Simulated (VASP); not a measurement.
A run of VASP 6.6.1 is set up as follows.

POSCAR

```
SrTl
1.0
    4.0320016246      0.0000000000      0.0000000000
    0.0000000000      4.0320016246      0.0000000000
    0.0000000000      0.0000000000      4.0320016246
Sr Tl
1 1
Direct
    0.0000000000      0.0000000000      0.0000000000
    0.5000000000      0.5000000000      0.5000000000
```

INCAR.step1

```
PREC = Accurate
ENCUT = 520
ISMEAR = 0
SIGMA = 0.05
LREAL = F
LASPH = T
NELM = 80
NBANDS = 18
GGA = PE
ALGO = Normal
EDIFF = 1E-4
LWAVE = T
LCHARG = F
```

INCAR.step2

```
PREC = Accurate
ENCUT = 520
EDIFF = 1E-6
ISMEAR = 0
SIGMA = 0.05
LREAL = F
LASPH = T
NELM = 80
ALGO = Normal
ISIF = 2
LWAVE = F
LCHARG = F
METAGGA = R2SCAN
LMIXTAU = T
NBANDS = 18
ISTART = 1
```

File KPOINTS:

```
Automatic mesh
0
Gamma
  8 8 8
```

Potentials or basis: VASP PAW PBE potentials, release 64 (Sr_sv, Tl_d).

Command:

```console
$ cat potpaw_PBE.64/Sr_sv/POTCAR potpaw_PBE.64/Tl_d/POTCAR > POTCAR
$ cp INCAR.step1 INCAR
$ mpirun -np 1 vasp_std > vasp.out
$ cp INCAR.step2 INCAR
$ mpirun -np 1 vasp_std > vasp.out
```

Question: Predict the pressure.

Answer: 0.7 GPa.

Caveat: the PAW data sets were made with another functional, which shifts forces and pressure a little.
